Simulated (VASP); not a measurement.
## Pt: single point with r2SCAN

The system is Pt.

```
CELL_PARAMETERS angstrom
2.76984 0.00000 0.00000
-1.38492 2.39875 0.00000
0.00000 0.00000 4.80805
ATOMIC_POSITIONS crystal
Pt 0.66667 0.33333 0.75000
Pt 0.33333 0.66667 0.25000
```

This isn't the form of Pt at room conditions, which is fcc.

```json
{"Program": "VASP 6.6.1", "Task": "single point", "Functional": "r2SCAN", "Potentials or basis": "VASP PAW PBE potentials, release 64 (Pt)", "Cutoff": "520 eV", "k mesh": "12 × 12 × 6", "Occupations": "fermi-dirac, width 0.1 eV", "Spin": "no spin polarisation", "Dipole correction": "no", "Further INCAR settings": "ALGO = Normal; EDIFF = 1e-07; NBANDS = 17"}
```

```
Pressure               : -7.8 GPa
Band gap on the k mesh : zero (bands 10 and 11 overlap by 1.36 eV)
```

Stress tensor (GPa, compression positive):
```
-8.05  0.00  0.00
 0.00 -8.05  0.00
 0.00  0.00 -7.42
```

Levels at points of the mesh, in eV from the Fermi level:
| k point | band 6 | band 7 | band 8 | band 9 | band 10 | band 11 | band 12 | band 13 | band 14 | band 15 |
| --- | --- | --- | --- | --- | --- | --- | --- | --- | --- | --- |
| (0.00, 0.00, 0.00) | -3.10 | -3.10 | -1.88 | -1.88 | -0.48 | -0.27 | -0.27 | 4.85 | 16.10 | 16.57 |
| (0.50, 0.00, 0.00) | -2.94 | -2.51 | -0.06 | 0.30 | 0.50 | 2.42 | 3.93 | 7.63 | 9.24 | 9.94 |
| (0.00, 0.00, 0.50) | -3.46 | -3.46 | -3.46 | -0.85 | -0.85 | -0.85 | -0.85 | 12.47 | 12.47 | 16.45 |
| (0.50, 0.00, 0.50) | -1.87 | -0.80 | -0.80 | 0.42 | 0.42 | 1.87 | 1.87 | 6.74 | 6.74 | 14.88 |

Run time: 3.4 min on 1 thread of Intel Xeon 8259CL, on a shared host, peak memory 0.18 GiB.

Caveat: the cell stands under tension; the PAW data sets were made with another functional, which shifts forces and pressure a little; spin-orbit coupling is left out, which moves the levels of the heavy elements.
